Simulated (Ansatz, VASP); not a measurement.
TiC: VASP beside Ansatz

```
CELL_PARAMETERS angstrom
0.00000 2.15676 2.15676
2.15676 0.00000 2.15676
2.15676 2.15676 0.00000
ATOMIC_POSITIONS crystal
Ti 0.00000 0.00000 0.00000
C 0.50000 0.50000 0.50000
```

Change from the starting cell: volume scaled by 0.99.

Alike in both runs: task single point; functional PBE; k mesh 16 × 16 × 16; occupations fermi-dirac, width 0.03 eV; no spin polarisation.

```csv
,VASP,Ansatz
version,VASP 6.6.1,Ansatz 0.2.0
potentials or method,"VASP PAW PBE potentials, release 64 (Ti_sv, C), cutoff 520 eV","all-electron LAPW, scalar-relativistic"
```

|  | VASP | Ansatz | Ansatz less VASP |
| --- | --- | --- | --- |
| pressure (GPa) | 3.7 | 3.4 | -0.23 |

Ansatz ran all-electron here, and VASP with PAW potentials.
